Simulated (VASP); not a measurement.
Write the native input for VASP 6.6.1 that does the following.

```yaml
Task: relaxation of cell and atoms
Functional: PBE
Potentials_or_basis: VASP PAW PBE potentials, release 64 (Mg, Cd, S)
Cutoff: 600 eV
k_mesh: 6 × 6 × 1
Occupations: gaussian, width 0.1 eV
Spin: no spin polarisation
Dipole_correction: no
Further_INCAR_settings: ALGO = Normal; EDIFF = 1e-07; IBRION = 2; EDIFFG = -0.04; NSW = 90; ISIF = 3
```

The structure of MgCd2S3 lies in POSCAR:

```
MgCd2S3
1.0
    4.0011619100      0.0000000000      0.0000000000
   -2.0005809600      3.4651078600      0.0000000000
    0.0000000000      0.0000000000     19.5926150900
Mg Cd S
2 4 6
Direct
    0.6666666700      0.3333333300      0.5000000000
    0.6666666700      0.3333333300      0.8333333300
    0.3333333300      0.6666666700      0.0000000000
    0.3333333300      0.6666666700      0.3333333300
    0.3333333300      0.6666666700      0.6666666700
    0.6666666700      0.3333333300      0.1666666700
    0.3333333300      0.6666666700      0.1283333300
    0.3333333300      0.6666666700      0.4616666600
    0.3333333300      0.6666666700      0.7950000000
    0.6666666700      0.3333333300      0.2950000000
    0.6666666700      0.3333333300      0.6283333300
    0.6666666700      0.3333333300      0.9616666600
```

These files were run (other wordings do the same):

INCAR

```
SYSTEM = MgCd2S3
PREC = Accurate
ENCUT = 600
EDIFF = 1E-7
ISMEAR = 0
SIGMA = 0.1
LREAL = .False.
LASPH = .True.
NELM = 80
ALGO = Normal
ISIF = 3
LWAVE = .False.
LCHARG = .False.
GGA = PE
IBRION = 2
NSW = 90
EDIFFG = -0.04
```

KPOINTS

```
regular mesh
0
Gamma
  6 6 1
  0 0 0
```

Potentials or basis: VASP PAW PBE potentials, release 64 (Mg, Cd, S).

Command:

```sh
$ cat potpaw_PBE.64/Mg/POTCAR potpaw_PBE.64/Cd/POTCAR potpaw_PBE.64/S/POTCAR > POTCAR
$ mpirun -np 1 vasp_std > vasp.out
```

Results of the run:

```yaml
Relaxed_volume: 25.12 Å³/atom
Relaxed_cell: a = 4.150 Å, b = 4.150 Å, c = 20.218 Å, α = 90.00°, β = 90.00°, γ = 120.00°
Space_group_after_relaxing_to_0.1_Å: P3m1 (No. 156)
Energy_gained_by_relaxing: 70.4 meV/atom
Ionic_steps: 15
Pressure_after_relaxing: 0.0 GPa
Largest_force_after_relaxing: 0.027 eV/Å
Band_gap_on_the_k_mesh: 1.52 eV
```

Run time: 15 min on 1 thread of AMD EPYC 9R45 96-Core Processor (Zen 5) (shared host), peak memory 0.48 GiB.
